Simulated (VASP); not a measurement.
# Nb (Im-3m) in VASP: further runs

Nb is run at these levels: r2SCAN; tasks: single point.

Everything below comes from runs of VASP 6.6.1. Logs are shortened: lines on timing, memory, paths and dates and some standing lists are left out, and cuts for length are marked.

## 1. The cell of the first run

It takes space group Im-3m (No. 229, cubic). The conventional cell has a = 3.302 Å, b = 3.302 Å, c = 3.302 Å, α = 90.00°, β = 90.00°, γ = 90.00°. Nb (site symmetry m-3m) has 14 Nb at 2.86 to 3.30 Å within 3.8 Å.

## 2. Single point, r2SCAN

POSCAR

```
Nb
1.0
   -1.6511317439      1.6511317439      1.6511317439
    1.6511317439     -1.6511317439      1.6511317439
    1.6511317439      1.6511317439     -1.6511317439
Nb
1
Direct
    0.0000000000      0.0000000000      0.0000000000
```

INCAR.step1

```
SYSTEM = Nb
PREC = Accurate
ENCUT = 520
ISMEAR = -1
SIGMA = 0.6
LREAL = .FALSE.
LASPH = .TRUE.
NELM = 100
NBANDS = 12
GGA = PE
ALGO = Normal
EDIFF = 1E-4
LWAVE = .TRUE.
LCHARG = .FALSE.
```

INCAR.step2

```
SYSTEM = Nb
PREC = Accurate
ENCUT = 520
EDIFF = 1E-7
ISMEAR = -1
SIGMA = 0.6
LREAL = .FALSE.
LASPH = .TRUE.
NELM = 100
ALGO = Normal
ISIF = 2
LWAVE = .FALSE.
LCHARG = .FALSE.
METAGGA = R2SCAN
LMIXTAU = .TRUE.
NBANDS = 12
ISTART = 1
```

KPOINTS

```
Automatic mesh
0
G
  13 13 13
  0 0 0
```

Potentials or basis: VASP PAW PBE potentials, release 64 (Nb_sv).

Launch:

```console
> cat potpaw_PBE.64/Nb_sv/POTCAR > POTCAR
> cp INCAR.step1 INCAR
> mpirun -np 1 vasp_std > vasp.out
> cp INCAR.step2 INCAR
> mpirun -np 1 vasp_std > vasp.out
```

OUTCAR:

```text
SYSTEM = Nb
   PREC = Accurate
   ENCUT = 520
   EDIFF = 1E-7
   ISMEAR = -1
   LREAL = .FALSE.
   LASPH = .TRUE.
   NELM = 100
   ISIF = 2
   METAGGA = R2SCAN
   ISTART = 1

 ion  position               nearest neighbor table
   1  0.000  0.000  0.000-

  LATTYP: Found a body centered cubic cell.
 ALAT       =     3.3022634878

  Lattice vectors:

 A1 = (  -1.6511317439,   1.6511317439,   1.6511317439)
 A2 = (   1.6511317439,  -1.6511317439,   1.6511317439)
 A3 = (   1.6511317439,   1.6511317439,  -1.6511317439)

Analysis of symmetry for initial positions (statically):
=====================================================================
 Subroutine PRICEL returns:
 Original cell was already a primitive cell.

 Routine SETGRP: Setting up the symmetry group for a
 body centered cubic supercell.

 Subroutine GETGRP returns: Found 48 space group operations
 (whereof 48 operations were pure point group operations)
 out of a pool of 48 trial point group operations.

The static configuration has the point symmetry O_h .

Analysis of symmetry for dynamics (positions and initial velocities):
=====================================================================
 Subroutine PRICEL returns:
 Original cell was already a primitive cell.

 Routine SETGRP: Setting up the symmetry group for a
 body centered cubic supercell.

 Subroutine GETGRP returns: Found 48 space group operations
 (whereof 48 operations were pure point group operations)
 out of a pool of 48 trial point group operations.

The dynamic configuration has the point symmetry O_h .

 Subroutine INISYM returns: Found 48 space group operations
 (whereof 48 operations are pure point group operations),
 and found     1 'primitive' translations

----------------------------------------------------------------------------------------

                                     Primitive cell

  volume of cell :      18.0055

  direct lattice vectors                    reciprocal lattice vectors
    -1.651131744  1.651131744  1.651131744     0.000000000  0.302822595  0.302822595
     1.651131744 -1.651131744  1.651131744     0.302822595  0.000000000  0.302822595
     1.651131744  1.651131744 -1.651131744     0.302822595  0.302822595  0.000000000

  length of vectors
     2.859844070  2.859844070  2.859844070     0.428255821  0.428255821  0.428255821

  position of ions in fractional coordinates (direct lattice)
     0.000000000  0.000000000  0.000000000

  ion indices of the primitive-cell ions
   primitive index   ion index
                 1           1
[... 80 lines left out ...]
   POTIM  = 0.5000    time-step for ionic-motion
   TEBEG  =    0.0;   TEEND  =   0.0 temperature during run
   PSTRESS=    0.0 pullay stress
   NELECT =      13.0000    total number of electrons
   NUPDOWN=      -1.0000    fix difference up-down
   EMIN   =  10.00;   EMAX   =-10.00  energy-range for DOS
   EFERMI =   0.00;   METHOD = LEGACY
   ISMEAR =    -1;   SIGMA  =   0.60  broadening in eV -4-tet -1-fermi 0-gaus
   EFERMI_NEDOS =   21; number of points for ismear=-14 and -15
   IALGO  =     38    algorithm
   IMIX   =      4    mixing-type and parameters
     AMIX     =   0.40;   BMIX     =  1.00
     AMIX_MAG =   1.60;   BMIX_MAG =  1.00
  volume/ion in A,a.u.               =      18.01       121.51
  Fermi-wavevector in a.u.,A,eV,Ry     =   1.468659  2.775363 29.347202  2.156958
  Thomas-Fermi vector in A             =   2.584130
   LORBIT       =      0    0 simple, 1 ext, 2 COOP (PROOUT), +10 PAW based schemes
   METAGGA = R2SCAN    functional components
   LHFCALC =     F    Hartree Fock is set to
   AEXX    =    0.0000 exact exchange contribution
   IVDW    =     0    specifies the selected vdW correction
   LEPSILON=     F    determine dielectric tensor
   LRPA    =     F    only Hartree local field effects (RPA)
 non-spin polarized calculation
  energy-cutoff  :      520.00
  volume of cell :       18.01
 maximum number of plane-waves:       493
 NGX is ok and might be reduce to    24
   NGX = 11   NGY = 11   NGZ = 11

 number of electron      13.0000000 magnetization

 Free energy of the ion-electron system (eV)
  ---------------------------------------------------
  ext. energy  EPLUGINS =         0.00000000
  ---------------------------------------------------
  free energy    TOTEN  =       -25.48794067 eV

  energy without entropy =      -24.29826034  energy(sigma->0) =      -24.89310050

 E-fermi :  11.4386     XC(G=0): -13.6194

 val. band max:       11.4202370169   @ k =  -0.1538   0.1538   0.0769
 cond. band min:      11.4468661911   @ k =   0.0769   0.0000   0.0000
 fundamental gap:      0.0266291742
 Fermi energy:        11.4385576900

 k-point     1 :       0.0000    0.0000    0.0000
  band No.  band energies     occupation
      1     -44.9635      2.00000
      2     -19.5069      2.00000
      3     -19.5069      2.00000
      4     -19.5069      2.00000
      5       4.8591      1.99997
      6      11.6066      0.86088
      7      11.6066      0.86088
      8      11.6066      0.86088
      9      14.7366      0.00817
     10      14.7366      0.00817
     11      26.0174      0.00000
     12      26.0174      0.00000
[... 331 lines left out ...]
 k-point    24 :       0.2308    0.0769    0.0769
  band No.  band energies     occupation
      1     -44.7688      2.00000
      2     -20.5462      2.00000
      3     -19.8203      2.00000
      4     -19.5902      2.00000
      5       7.8225      1.99518
      6       9.8937      1.85843
      7      10.5942      1.60669
      8      14.5188      0.01172
      9      15.0786      0.00463
     10      16.1848      0.00073
     11      25.8164      0.00000
     12      26.6053      0.00000

 [... further k-points ...]

------------------------ aborting loop because EDIFF is reached ----------------------------------------

  FORCE on cell =-STRESS in cart. coord.  units (eV):
  Direction    XX          YY          ZZ          XY          YZ          ZX
  --------------------------------------------------------------------------------------
  -------------------------------------------------------------------------------------
  Total        0.6925019      0.6925019      0.6925019     -0.0000000      0.0000000     -0.0000000
  in kB       61.6206635     61.6206635     61.6206635     -0.0000000      0.0000000     -0.0000000
  external PRESSURE =      61.6206635 kB  Pullay stress =       0.0000000 kB

 VOLUME and BASIS-vectors are now :
 -----------------------------------------------------------------------------
  energy-cutoff  :      520.00
  volume of cell :       18.01
      direct lattice vectors                 reciprocal lattice vectors
    -1.651131744  1.651131744  1.651131744     0.000000000  0.302822595  0.302822595
     1.651131744 -1.651131744  1.651131744     0.302822595  0.000000000  0.302822595
     1.651131744  1.651131744 -1.651131744     0.302822595  0.302822595  0.000000000

 POSITION                                       TOTAL-FORCE (eV/Angst)
 -----------------------------------------------------------------------------------
      0.00000      0.00000      0.00000         0.000000     -0.000000     -0.000000
 -----------------------------------------------------------------------------------
    total drift:                                0.000000      0.000000     -0.000000

  FREE ENERGIE OF THE ION-ELECTRON SYSTEM (eV)
  ---------------------------------------------------
  free  energy   TOTEN  =       -25.4879406689 eV

  energy  without entropy=      -24.2982603408  energy(sigma->0) =      -24.89310050
```

OUTCAR.step1:

```text
SYSTEM = Nb
   PREC = Accurate
   ENCUT = 520
   ISMEAR = -1
   LREAL = .FALSE.
   LASPH = .TRUE.
[... 577 lines left out ...]
 -----------------------------------------------------------------------------------
      0.00000      0.00000      0.00000         0.000000     -0.000000      0.000000
 -----------------------------------------------------------------------------------
    total drift:                                0.000000      0.000000     -0.000000

  FREE ENERGIE OF THE ION-ELECTRON SYSTEM (eV)
  ---------------------------------------------------
  free  energy   TOTEN  =       -10.8890642953 eV

  energy  without entropy=       -9.6341065607  energy(sigma->0) =      -10.26158543
```

OSZICAR.step1:

```text
N       E                     dE             d eps       ncg     rms          rms(c)
DAV:   1     0.117466223567E+03    0.11747E+03   -0.72571E+03  2016   0.108E+03
DAV:   2    -0.646557325416E+01   -0.12393E+03   -0.11942E+03  2156   0.391E+02
DAV:   3    -0.109804862473E+02   -0.45149E+01   -0.43174E+01  2904   0.659E+01
DAV:   4    -0.112702838375E+02   -0.28980E+00   -0.28782E+00  2780   0.151E+01
DAV:   5    -0.112830837708E+02   -0.12800E-01   -0.12795E-01  2972   0.259E+00    0.692E+00
DAV:   6    -0.109242529742E+02    0.35883E+00   -0.55601E-01  3244   0.949E+00    0.245E+00
DAV:   7    -0.108837591397E+02    0.40494E-01   -0.17093E-01  3328   0.524E+00    0.934E-01
DAV:   8    -0.108890134810E+02   -0.52543E-02   -0.12316E-02  2388   0.147E+00    0.372E-02
DAV:   9    -0.108890642953E+02   -0.50814E-04   -0.91820E-04  3140   0.280E-01
   1 F= -.10889064E+02 E0= -.10261585E+02  d E =-.125496E+01
```

It took 28 s on 1 thread of Intel Xeon 6975P-C (Granite Rapids), shared host; peak memory 0.15 GiB.

What came out:

```yaml
Free_energy: -25.4879 eV
Pressure: 6.2 GPa
Band_gap_on_the_k_mesh: zero (an odd number of electrons rules out a gap without spin polarisation)
```

Caveat: the cell stands under pressure; so wide a smearing shifts energies and pressures; the PAW data sets were made with another functional, which shifts forces and pressure a little.

## 3. Single point, r2SCAN

POSCAR is that of step 2.

INCAR.step1

```
ALGO     = Normal         # electronic algorithm
EDIFF    = 1E-4           # SCF threshold, eV
ENCUT    = 520            # plane-wave cutoff, eV
GGA      = PE             # functional
ISMEAR   = -1             # smearing method
LASPH    = T              # aspherical terms in the spheres
LCHARG   = F              # write CHGCAR
LREAL    = F              # projectors in reciprocal space
LWAVE    = T              # write WAVECAR
NBANDS   = 12             # bands
NELM     = 100            # most SCF steps
PREC     = Accurate       # precision mode
SIGMA    = 1.0            # smearing width, eV
```

INCAR.step2

```
ALGO     = Normal         # electronic algorithm
EDIFF    = 1E-6           # SCF threshold, eV
ENCUT    = 520            # plane-wave cutoff, eV
ISIF     = 2              # what is computed and relaxed
ISMEAR   = -1             # smearing method
ISTART   = 1            
LASPH    = T              # aspherical terms in the spheres
LCHARG   = F              # write CHGCAR
LMIXTAU  = T            
LREAL    = F              # projectors in reciprocal space
LWAVE    = F              # write WAVECAR
METAGGA  = R2SCAN         # meta-GGA
NBANDS   = 12             # bands
NELM     = 100            # most SCF steps
PREC     = Accurate       # precision mode
SIGMA    = 1.0            # smearing width, eV
```

KPOINTS

```
k-points
0
Gamma
  13 13 13
```

Potentials or basis: VASP PAW PBE potentials, release 64 (Nb_sv).

Launch:

```console
> cat potpaw_PBE.64/Nb_sv/POTCAR > POTCAR
> cp INCAR.step1 INCAR
> mpirun -np 1 vasp_std > vasp.out
> cp INCAR.step2 INCAR
> mpirun -np 1 vasp_std > vasp.out
```

OUTCAR:

```text
EDIFF = 1E-6
   ENCUT = 520
   ISIF = 2
   ISMEAR = -1
   ISTART = 1
   LASPH = T
   LREAL = F
   METAGGA = R2SCAN
   NELM = 100
   PREC = Accurate

 ion  position               nearest neighbor table
   1  0.000  0.000  0.000-

  LATTYP: Found a body centered cubic cell.
 ALAT       =     3.3022634878

  Lattice vectors:

 A1 = (  -1.6511317439,   1.6511317439,   1.6511317439)
 A2 = (   1.6511317439,  -1.6511317439,   1.6511317439)
 A3 = (   1.6511317439,   1.6511317439,  -1.6511317439)

Analysis of symmetry for initial positions (statically):
=====================================================================
 Subroutine PRICEL returns:
 Original cell was already a primitive cell.

 Routine SETGRP: Setting up the symmetry group for a
 body centered cubic supercell.

 Subroutine GETGRP returns: Found 48 space group operations
 (whereof 48 operations were pure point group operations)
 out of a pool of 48 trial point group operations.

The static configuration has the point symmetry O_h .

[... 166 lines left out ...]
  band No.  band energies     occupation
      1     -44.8190      2.00000
      2     -19.3788      2.00000
      3     -19.3788      2.00000
      4     -19.3788      2.00000
      5       4.8841      1.99764
      6      11.6807      0.97243
      7      11.6807      0.97243
      8      11.6807      0.97243
      9      14.7960      0.08059
     10      14.7960      0.08059
     11      26.0151      0.00000
     12      26.0151      0.00000
[... 331 lines left out ...]
 k-point    24 :       0.2308    0.0769    0.0769
  band No.  band energies     occupation
      1     -44.6231      2.00000
      2     -20.4247      2.00000
      3     -19.6940      2.00000
      4     -19.4629      2.00000
      5       7.8572      1.95486
      6       9.9553      1.68323
      7      10.6424      1.45548
      8      14.5864      0.09846
      9      15.1449      0.05754
     10      16.2657      0.01913
     11      25.8283      0.00000
     12      26.6497      0.00000

 [... further k-points ...]

------------------------ aborting loop because EDIFF is reached ----------------------------------------

  FORCE on cell =-STRESS in cart. coord.  units (eV):
  Direction    XX          YY          ZZ          XY          YZ          ZX
  --------------------------------------------------------------------------------------
  -------------------------------------------------------------------------------------
  Total        1.7871758      1.7871758      1.7871758     -0.0000000     -0.0000000      0.0000000
  in kB      159.0276632    159.0276632    159.0276632     -0.0000000     -0.0000000      0.0000000
  external PRESSURE =     159.0276632 kB  Pullay stress =       0.0000000 kB

 VOLUME and BASIS-vectors are now :
 -----------------------------------------------------------------------------
  energy-cutoff  :      520.00
  volume of cell :       18.01
      direct lattice vectors                 reciprocal lattice vectors
    -1.651131744  1.651131744  1.651131744     0.000000000  0.302822595  0.302822595
     1.651131744 -1.651131744  1.651131744     0.302822595  0.000000000  0.302822595
     1.651131744  1.651131744 -1.651131744     0.302822595  0.302822595  0.000000000

 POSITION                                       TOTAL-FORCE (eV/Angst)
 -----------------------------------------------------------------------------------
      0.00000      0.00000      0.00000         0.000000     -0.000000     -0.000000
 -----------------------------------------------------------------------------------
    total drift:                                0.000000      0.000000      0.000000

  FREE ENERGIE OF THE ION-ELECTRON SYSTEM (eV)
  ---------------------------------------------------
  free  energy   TOTEN  =       -26.5360531772 eV

  energy  without entropy=      -23.2821101205  energy(sigma->0) =      -24.90908165
```

OUTCAR.step1:

```text
EDIFF = 1E-4
   ENCUT = 520
   GGA = PE
   ISMEAR = -1
   LASPH = T
   LREAL = F
[... 574 lines left out ...]

 POSITION                                       TOTAL-FORCE (eV/Angst)
 -----------------------------------------------------------------------------------
      0.00000      0.00000      0.00000         0.000000     -0.000000     -0.000000
 -----------------------------------------------------------------------------------
    total drift:                                0.000000      0.000000      0.000000

  FREE ENERGIE OF THE ION-ELECTRON SYSTEM (eV)
  ---------------------------------------------------
  free  energy   TOTEN  =       -11.9980870949 eV

  energy  without entropy=       -8.5615632889  energy(sigma->0) =      -10.27982519
```

It took 27 s on 1 thread of Intel Xeon 6975P-C (Granite Rapids), shared host; peak memory 0.15 GiB.

Results:

| Item | Value |
| --- | --- |
| Free energy | -26.5361 eV |
| Pressure | 15.9 GPa |
| Band gap on the k mesh | zero (an odd number of electrons rules out a gap without spin polarisation) |

Caveat: the cell stands under pressure; so wide a smearing shifts energies and pressures; the PAW data sets were made with another functional, which shifts forces and pressure a little.

(Part 1 of 2 ends here.)

The gap in the log of VASP goes by the Fermi energy; the results here count the filled bands.